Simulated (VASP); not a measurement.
# B4PdRu2 (P3m1) in VASP: a series of runs

The runs below take B4PdRu2 through single point, relaxation of cell and atoms, with r2SCAN, PBE.

Everything below comes from runs of VASP 6.6.1. Logs are shortened: lines on timing, memory, paths and dates and some standing lists are left out, and cuts for length are marked.

**1. The cell of the first run**

Symmetry: P3m1, No. 156, trigonal system. Conventional cell: a = 2.894 Å, b = 2.894 Å, c = 9.610 Å, α = 90.00°, β = 90.00°, γ = 120.00°. Within 2.4 Å of B (site symmetry 3m) lie 3 B at 1.80 Å and 3 Ru at 2.26 Å. B (site symmetry 3m) has 3 B at 1.80 Å and 1 Ru at 2.18 Å and 3 Pd at 2.24 Å within 2.4 Å. B (site symmetry 3m) has 3 B at 1.84 Å and 4 Ru at 2.13 to 2.21 Å within 2.4 Å. Within 2.4 Å of B (site symmetry 3m) lie 3 B at 1.84 Å and 4 Ru at 2.10 to 2.21 Å. Ru (site symmetry 3m) has 8 B at 2.18 to 2.26 Å and 6 Ru at 2.89 Å within 2.9 Å. Ru (site symmetry 3m) has 4 B at 2.10 to 2.13 Å and 6 Ru at 2.89 Å and 3 Pd at 2.92 Å within 3.0 Å. Pd (site symmetry 3m) has 6 B at 2.24 to 2.72 Å and 6 Pd at 2.89 Å and 3 Ru at 2.92 Å within 3.0 Å.

**2. Single point, r2SCAN**

POSCAR

```
B4PdRu2
1.0
    2.8940849810      0.0000000000      0.0000000000
   -1.4470424905      2.5063511142      0.0000000000
    0.0000000000      0.0000000000      9.6098148195
B Ru Pd
4 2 1
Direct
    0.3333333333      0.6666666667      0.5423294079
    0.6666666667      0.3333333333      0.6106118679
    0.6666666667      0.3333333333      0.1531910176
    0.3333333333      0.6666666667      0.2331241321
    0.6666666667      0.3333333333      0.3833447863
    0.3333333333      0.6666666667      0.0150945250
    0.0000000000      0.0000000000      0.7653042633
```

INCAR.step1

```
SYSTEM = B4PdRu2
PREC = Accurate
ENCUT = 520
ISMEAR = 0
SIGMA = 0.1
LREAL = .False.
LASPH = .True.
NELM = 80
NBANDS = 34
GGA = PE
ALGO = Normal
EDIFF = 1E-4
LWAVE = .True.
LCHARG = .False.
```

INCAR.step2

```
SYSTEM = B4PdRu2
PREC = Accurate
ENCUT = 520
EDIFF = 1E-6
ISMEAR = 0
SIGMA = 0.1
LREAL = .False.
LASPH = .True.
NELM = 80
ALGO = Normal
ISIF = 2
LWAVE = .False.
LCHARG = .False.
METAGGA = R2SCAN
LMIXTAU = .True.
NBANDS = 34
ISTART = 1
```

KPOINTS

```
regular mesh
0
Gamma
  12 12 4
  0 0 0
```

Potentials or basis: VASP PAW PBE potentials, release 64 (B, Ru_pv, Pd).

Run with:

```console
> cat potpaw_PBE.64/B/POTCAR potpaw_PBE.64/Ru_pv/POTCAR potpaw_PBE.64/Pd/POTCAR > POTCAR
> cp INCAR.step1 INCAR
> mpirun -np 1 vasp_std > vasp.out
> cp INCAR.step2 INCAR
> mpirun -np 1 vasp_std > vasp.out
```

OUTCAR:

```text
SYSTEM = B4PdRu2
   PREC = Accurate
   ENCUT = 520
   EDIFF = 1E-6
   ISMEAR = 0
   LREAL = .False.
   LASPH = .True.
   NELM = 80
   ISIF = 2
   METAGGA = R2SCAN
   ISTART = 1

 ion  position               nearest neighbor table
   1  0.333  0.667  0.542-   2 1.80   2 1.80   2 1.80   5 2.26   5 2.26   5 2.26   7 2.72   7 2.72
                             7 2.72
   2  0.667  0.333  0.611-   1 1.80   1 1.80   1 1.80   5 2.18   7 2.24   7 2.24   7 2.24
   3  0.667  0.333  0.153-   4 1.84   4 1.84   4 1.84   6 2.13   6 2.13   6 2.13   5 2.21
   4  0.333  0.667  0.233-   3 1.84   3 1.84   3 1.84   6 2.10   5 2.21   5 2.21   5 2.21
   5  0.667  0.333  0.383-   2 2.18   4 2.21   4 2.21   4 2.21   3 2.21   1 2.26   1 2.26   1 2.26

   6  0.333  0.667  0.015-   4 2.10   3 2.13   3 2.13   3 2.13   7 2.92   7 2.92   7 2.92
   7  0.000  0.000  0.765-   2 2.24   2 2.24   2 2.24   1 2.72   1 2.72   1 2.72   6 2.92   6 2.92
                             6 2.92

  LATTYP: Found a hexagonal cell.
 ALAT       =     2.8940849810
 C/A-ratio  =     3.3205019488

  Lattice vectors:

 A1 = (   2.8940849810,   0.0000000000,   0.0000000000)
 A2 = (  -1.4470424905,   2.5063511142,   0.0000000000)
 A3 = (   0.0000000000,   0.0000000000,   9.6098148195)

Analysis of symmetry for initial positions (statically):
=====================================================================
 Subroutine PRICEL returns:
 Original cell was already a primitive cell.

 Routine SETGRP: Setting up the symmetry group for a
 hexagonal supercell.

 Subroutine GETGRP returns: Found  6 space group operations
 (whereof  6 operations were pure point group operations)
 out of a pool of 24 trial point group operations.

The static configuration has the point symmetry C_3v.

Analysis of symmetry for dynamics (positions and initial velocities):
=====================================================================
 Subroutine PRICEL returns:
 Original cell was already a primitive cell.

 Routine SETGRP: Setting up the symmetry group for a
 hexagonal supercell.

 Subroutine GETGRP returns: Found  6 space group operations
 (whereof  6 operations were pure point group operations)
 out of a pool of 24 trial point group operations.

The dynamic configuration has the point symmetry C_3v.

 Subroutine INISYM returns: Found  6 space group operations
 (whereof  6 operations are pure point group operations),
 and found     1 'primitive' translations

----------------------------------------------------------------------------------------

                                     Primitive cell

  volume of cell :      69.7057

  direct lattice vectors                    reciprocal lattice vectors
     2.894084981  0.000000000  0.000000000     0.345532355  0.199493198  0.000000000
    -1.447042490  2.506351114  0.000000000     0.000000000  0.398986397  0.000000000
     0.000000000  0.000000000  9.609814820     0.000000000  0.000000000  0.104060278

  length of vectors
     2.894084981  2.894084981  9.609814820     0.398986397  0.398986397  0.104060278

  position of ions in fractional coordinates (direct lattice)
     0.333333333  0.666666667  0.542329408
     0.666666667  0.333333333  0.610611868
     0.666666667  0.333333333  0.153191018
     0.333333333  0.666666667  0.233124132
     0.666666667  0.333333333  0.383344786
     0.333333333  0.666666667  0.015094525
     0.000000000  0.000000000  0.765304263

  ion indices of the primitive-cell ions
   primitive index   ion index
                 1           1
                 2           2
                 3           3
                 4           4
                 5           5
                 6           6
                 7           7

----------------------------------------------------------------------------------------

 KPOINTS: regular mesh

Automatic generation of k-mesh.
 Grid dimensions read from file:
 generate k-points for:   12   12    4

 Generating k-lattice:

  Cartesian coordinates                     Fractional coordinates (reciprocal lattice)
     0.028794363  0.016624433  0.000000000     0.083333333  0.000000000  0.000000000
     0.000000000  0.033248866  0.000000000     0.000000000  0.083333333  0.000000000
     0.000000000  0.000000000  0.026015069     0.000000000  0.000000000  0.250000000

  Length of vectors
     0.033248866  0.033248866  0.026015069

  Shift w.r.t. Gamma in fractional coordinates (k-lattice)
     0.000000000  0.000000000  0.000000000

 Subroutine IBZKPT returns following result:
 ===========================================

 Found     69 irreducible k-points:

 Following reciprocal coordinates:
            Coordinates               Weight
  0.000000  0.000000  0.000000      1.000000
  0.083333  0.000000  0.000000      6.000000
  0.166667  0.000000  0.000000      6.000000
  0.250000 -0.000000  0.000000      6.000000
  0.333333  0.000000  0.000000      6.000000
  0.416667  0.000000  0.000000      6.000000
[... 16 lines left out ...]
  0.166667  0.000000  0.250000      6.000000
  0.000000  0.166667  0.250000      6.000000
 [... further k-points ...]
   k-points           NKPTS =     69   k-points in BZ     NKDIM =     69   number of bands    NBANDS=     34
   number of dos      NEDOS =    301   number of ions     NIONS =      7
   total plane-waves  NPLWV =  41472
   dimension x,y,z NGX =    24 NGY =   24 NGZ =   72
   dimension x,y,z NGXF=    48 NGYF=   48 NGZF=  144
   ions per type =               4   2   1
   NGX,Y,Z   is equivalent  to a cutoff of  13.79, 13.79, 12.46 a.u.
   NGXF,Y,Z  is equivalent  to a cutoff of  27.57, 27.57, 24.91 a.u.
 SYSTEM =  B4PdRu2
   PREC   = accura    normal or accurate (medium, high low for compatibility)
   ISTART =      1    job   : 0-new  1-cont  2-samecut
   ICHARG =      0    charge: 1-file 2-atom 10-const
   ISPIN  =      1    spin polarized calculation?
   LNONCOLLINEAR =      F non collinear calculations
   LSORBIT =      F    spin-orbit coupling
   LASPH  =      T    aspherical Exc in radial PAW
   ENCUT  =  520.0 eV  38.22 Ry    6.18 a.u.   5.38  5.38 17.87*2*pi/ulx,y,z
   NELM   =     80;   NELMIN=  2; NELMDL=  0     # of ELM steps
   EDIFF  = 0.1E-05   stopping-criterion for ELM
   LREAL  =      F    real-space projection
   EDIFFG = 0.1E-04   stopping-criterion for IOM
   NSW    =      0    number of steps for IOM
   IBRION =     -1    ionic relax: 0-MD 1-quasi-New 2-CG
   NFREE  =      0    steps in history (QN), initial steepest desc. (CG)
   ISIF   =      2    stress and relaxation
   ISYM   =      2    0-nonsym 1-usesym 2-fastsym
   POTIM  = 0.5000    time-step for ionic-motion
   TEBEG  =    0.0;   TEEND  =   0.0 temperature during run
   PSTRESS=    0.0 pullay stress
   NELECT =      50.0000    total number of electrons
   NUPDOWN=      -1.0000    fix difference up-down
   EMIN   =  10.00;   EMAX   =-10.00  energy-range for DOS
   EFERMI =   0.00;   METHOD = LEGACY
   ISMEAR =     0;   SIGMA  =   0.10  broadening in eV -4-tet -1-fermi 0-gaus
   EFERMI_NEDOS =   21; number of points for ismear=-14 and -15
   IALGO  =     38    algorithm
   IMIX   =      4    mixing-type and parameters
     AMIX     =   0.40;   BMIX     =  1.00
     AMIX_MAG =   1.60;   BMIX_MAG =  1.00
  volume/ion in A,a.u.               =       9.96        67.20
  Fermi-wavevector in a.u.,A,eV,Ry     =   1.465465  2.769327 29.219701  2.147587
  Thomas-Fermi vector in A             =   2.581319
   LORBIT       =      0    0 simple, 1 ext, 2 COOP (PROOUT), +10 PAW based schemes
   METAGGA = R2SCAN    functional components
   LHFCALC =     F    Hartree Fock is set to
   AEXX    =    0.0000 exact exchange contribution
   IVDW    =     0    specifies the selected vdW correction
   LEPSILON=     F    determine dielectric tensor
   LRPA    =     F    only Hartree local field effects (RPA)
 non-spin polarized calculation
 Gauss-broadening in eV      SIGMA  =   0.10
  energy-cutoff  :      520.00
  volume of cell :       69.71
 maximum number of plane-waves:      1919
 NGX is ok and might be reduce to    24
   NGX = 11   NGY = 11   NGZ = 35

 number of electron      50.0000003 magnetization

 Free energy of the ion-electron system (eV)
  ---------------------------------------------------
  ext. energy  EPLUGINS =         0.00000000
  ---------------------------------------------------
  free energy    TOTEN  =      -103.86286550 eV

  energy without entropy =     -103.84942519  energy(sigma->0) =     -103.85614535

 E-fermi :   9.9435     XC(G=0): -14.0981

 val. band max:        9.9339635629   @ k =   0.4167   0.0000   0.5000
 cond. band min:       9.9496818262   @ k =   0.5000  -0.0000   0.0000
 fundamental gap:      0.0157182633
 Fermi energy:         9.9434699245

 k-point     1 :       0.0000    0.0000    0.0000
  band No.  band energies     occupation
      1     -35.3235      2.00000
      2     -34.6825      2.00000
      3     -34.6825      2.00000
      4     -34.4943      2.00000
      5     -34.0212      2.00000
      6     -34.0212      2.00000
[... 26 lines left out ...]
     33      17.5844      0.00000
     34      17.5844      0.00000

 k-point     2 :       0.0833    0.0000    0.0000
  band No.  band energies     occupation
      1     -35.3189      2.00000
      2     -34.7123      2.00000
      3     -34.6896      2.00000
      4     -34.4900      2.00000
      5     -34.0504      2.00000
      6     -34.0282      2.00000
[... 26 lines left out ...]
     33      17.5659      0.00000
     34      17.9989      0.00000

 k-point     3 :       0.1667    0.0000    0.0000
  band No.  band energies     occupation
      1     -35.3063      2.00000
      2     -34.7929      2.00000
      3     -34.7087      2.00000
      4     -34.4785      2.00000
      5     -34.1297      2.00000
      6     -34.0471      2.00000
[... 26 lines left out ...]
     33      17.4686      0.00000
     34      18.4549      0.00000

 k-point     4 :       0.2500   -0.0000    0.0000
  band No.  band energies     occupation
      1     -35.2889      2.00000
      2     -34.9018      2.00000
      3     -34.7347      2.00000
      4     -34.4627      2.00000
      5     -34.2368      2.00000
      6     -34.0729      2.00000
[... 26 lines left out ...]
     33      17.4615      0.00000
     34      18.3298      0.00000

 k-point     5 :       0.3333    0.0000    0.0000
  band No.  band energies     occupation
      1     -35.2716      2.00000
      2     -35.0093      2.00000
      3     -34.7606      2.00000
      4     -34.4469      2.00000
      5     -34.3425      2.00000
      6     -34.0986      2.00000
[... 621 lines left out ...]
 k-point    22 :       0.0000    0.0833    0.2500
  band No.  band energies     occupation
      1     -35.3189      2.00000
      2     -34.7123      2.00000
      3     -34.6896      2.00000
      4     -34.4900      2.00000
      5     -34.0504      2.00000
      6     -34.0282      2.00000
[... 26 lines left out ...]
     33      17.6181      0.00000
     34      18.0497      0.00000

 k-point    23 :       0.1667    0.0000    0.2500
  band No.  band energies     occupation
      1     -35.3063      2.00000
      2     -34.7929      2.00000
      3     -34.7087      2.00000
      4     -34.4785      2.00000
      5     -34.1297      2.00000
      6     -34.0471      2.00000
[... 26 lines left out ...]
     33      17.5191      0.00000
     34      18.3643      0.00000

 k-point    24 :       0.0000    0.1667    0.2500
  band No.  band energies     occupation
      1     -35.3063      2.00000
      2     -34.7929      2.00000
      3     -34.7087      2.00000
      4     -34.4785      2.00000
      5     -34.1297      2.00000
      6     -34.0471      2.00000
[... 26 lines left out ...]
     33      17.5236      0.00000
     34      18.4526      0.00000

 [... further k-points ...]

------------------------ aborting loop because EDIFF is reached ----------------------------------------

  FORCE on cell =-STRESS in cart. coord.  units (eV):
  Direction    XX          YY          ZZ          XY          YZ          ZX
  --------------------------------------------------------------------------------------
  -------------------------------------------------------------------------------------
  Total       -0.9988521     -0.9988521     -1.5738047      0.0000000      0.0000000      0.0000000
  in kB      -22.9585028    -22.9585028    -36.1737222      0.0000000      0.0000000      0.0000000
  external PRESSURE =     -27.3635759 kB  Pullay stress =       0.0000000 kB

 VOLUME and BASIS-vectors are now :
 -----------------------------------------------------------------------------
  energy-cutoff  :      520.00
  volume of cell :       69.71
      direct lattice vectors                 reciprocal lattice vectors
     2.894084981  0.000000000  0.000000000     0.345532355  0.199493198  0.000000000
    -1.447042490  2.506351114  0.000000000     0.000000000  0.398986397  0.000000000
     0.000000000  0.000000000  9.609814820     0.000000000  0.000000000  0.104060278

 POSITION                                       TOTAL-FORCE (eV/Angst)
 -----------------------------------------------------------------------------------
     -0.00000      1.67090      5.21169         0.000000     -0.000000     -0.025129
      1.44704      0.83545      5.86787         0.000000     -0.000000     -0.001291
      1.44704      0.83545      1.47214         0.000000     -0.000000     -0.122760
     -0.00000      1.67090      2.24028         0.000000     -0.000000      0.040632
      1.44704      0.83545      3.68387        -0.000000     -0.000000     -0.068041
     -0.00000      1.67090      0.14506        -0.000000      0.000000      0.189355
      0.00000      0.00000      7.35443        -0.000000      0.000000     -0.012766
 -----------------------------------------------------------------------------------
    total drift:                                0.000000     -0.000000     -0.000330

  FREE ENERGIE OF THE ION-ELECTRON SYSTEM (eV)
  ---------------------------------------------------
  free  energy   TOTEN  =      -103.8628654977 eV

  energy  without entropy=     -103.8494251945  energy(sigma->0) =     -103.85614535
```

It took 5.6 min on 1 thread of Intel Xeon 6975P-C (Granite Rapids), shared host; peak memory 0.3 GiB.

Results:

- Free energy: -103.8629 eV
- Pressure: -2.7 GPa
- Largest force: 0.189 eV/Å
- Band gap on the k mesh: zero (bands 25 and 26 overlap by 1.96 eV)

Forces on the atoms (eV/Å):
```
B    0.000  0.000 -0.025
B    0.000  0.000 -0.001
B    0.000  0.000 -0.123
B    0.000  0.000  0.041
Ru   0.000  0.000 -0.068
Ru   0.000  0.000  0.189
Pd   0.000  0.000 -0.013
```

Levels at points of the mesh, in eV from the Fermi level:
| k point | band 23 | band 24 | band 25 | band 26 | band 27 | band 28 |
| --- | --- | --- | --- | --- | --- | --- |
| (0.00, 0.00, 0.00) | -2.21 | -2.21 | -1.20 | -1.20 | 2.31 | 2.31 |
| (0.50, 0.00, 0.00) | -0.47 | 0.01 | 0.43 | 0.72 | 0.90 | 1.36 |
| (0.00, 0.00, 0.50) | -2.12 | -1.96 | -1.11 | -1.11 | 2.20 | 2.20 |
| (0.50, 0.00, 0.50) | -0.78 | -0.05 | 0.41 | 0.70 | 0.89 | 1.72 |

Caveat: the PAW data sets were made with another functional, which shifts forces and pressure a little.

**3. Relaxation of cell and atoms, PBE**

INCAR

```
SYSTEM = B4PdRu2
PREC = Accurate
ENCUT = 600
EDIFF = 1E-7
ISMEAR = 0
SIGMA = 0.1
LREAL = .False.
LASPH = .True.
NELM = 80
ALGO = Normal
ISIF = 3
LWAVE = .False.
LCHARG = .False.
GGA = PE
IBRION = 2
NSW = 100
EDIFFG = -0.01
```

KPOINTS

```
Automatic mesh
0
Gamma
  12 12 4
  0 0 0
```

POSCAR

```
B4PdRu2
1.0
    2.8977863281      0.0000000000      0.0000000000
   -1.4488931640      2.5095565749      0.0000000000
    0.0000000000      0.0000000000      9.5766923123
B Ru Pd
4 2 1
Direct
    0.3333333333      0.6666666667      0.5444200463
    0.6666666667      0.3333333333      0.6105624258
    0.6666666667      0.3333333333      0.1526869473
    0.3333333333      0.6666666667      0.2324180309
    0.6666666667      0.3333333333      0.3832848486
    0.3333333333      0.6666666667      0.0140982859
    0.0000000000      0.0000000000      0.7655294152
```

Potentials or basis: VASP PAW PBE potentials, release 64 (B, Ru_pv, Pd).

Run with:

```console
> cat potpaw_PBE.64/B/POTCAR potpaw_PBE.64/Ru_pv/POTCAR potpaw_PBE.64/Pd/POTCAR > POTCAR
> mpirun -np 1 vasp_std > vasp.out
```

Run time: 7.1 min. Hardware: 1 thread of Intel Xeon 6975P-C (Granite Rapids), shared host; peak memory 0.31 GiB.

It converged, with:

| Property | Result |
| --- | --- |
| Free energy | -51.2038 eV |
| Relaxed volume | 9.95 Å³/atom |
| Relaxed cell | a = 2.894 Å, b = 2.894 Å, c = 9.608 Å, α = 90.00°, β = 90.00°, γ = 120.00° |
| Space group after relaxing (to 0.1 Å) | P3m1 (No. 156) |
| Energy gained by relaxing | 0.3 meV/atom |
| Ionic steps | 8 |
| Pressure after relaxing | 0.0 GPa |
| Largest force after relaxing | 0.007 eV/Å |
| Band gap on the k mesh | zero (bands 25 and 26 overlap by 1.80 eV) |

Forces in eV/Å, atoms in the order of the input:
```
B    0.000  0.000  0.002
B    0.000  0.000 -0.002
B    0.000  0.000 -0.005
B    0.000  0.000 -0.007
Ru   0.000  0.000  0.004
Ru   0.000  0.000  0.005
Pd   0.000  0.000  0.004
```

Step by step:
```
step  energy change (eV)  largest force (eV/Å)  pressure (GPa)  volume (Å³)
   1              0.0000                0.0950            0.10        69.64
   2             -0.0011                0.1044           -0.30        69.70
   3             -0.0011                0.0905           -0.25        69.70
   4             -0.0016                0.0534            0.35        69.57
   5             -0.0016                0.0533            0.35        69.57
   6             -0.0021                0.0329            0.02        69.68
   7             -0.0021                0.0296           -0.05        69.70
   8             -0.0021                0.0075            0.00        69.68
```

Final structure:
```
B Ru Pd
1.0
     2.89395    0.00000    0.00000
    -1.44698    2.50624    0.00000
     0.00000    0.00000    9.60769
B Ru Pd
4 2 1
Cartesian
  0.0000 1.6708 5.2119
  1.4470 0.8354 5.8662
  1.4470 0.8354 1.4719
  0.0000 1.6708 2.2401
  1.4470 0.8354 3.6829
  0.0000 1.6708 0.1432
  -1.4470 2.5062 7.3534
```

Levels at points of the mesh, in eV from the Fermi level:
| k point | band 22 | band 23 | band 24 | band 25 | band 26 | band 27 | band 28 | band 29 |
| --- | --- | --- | --- | --- | --- | --- | --- | --- |
| (0.00, 0.00, 0.00) | -2.29 | -2.09 | -2.09 | -1.10 | -1.10 | 2.12 | 2.12 | 3.57 |
| (0.50, 0.00, 0.00) | -1.12 | -0.46 | -0.01 | 0.40 | 0.70 | 0.86 | 1.28 | 2.03 |
| (0.00, 0.00, 0.50) | -2.01 | -2.01 | -1.89 | -1.02 | -1.02 | 2.01 | 2.01 | 3.61 |
| (0.50, 0.00, 0.50) | -1.12 | -0.76 | -0.03 | 0.40 | 0.65 | 0.85 | 1.62 | 2.09 |
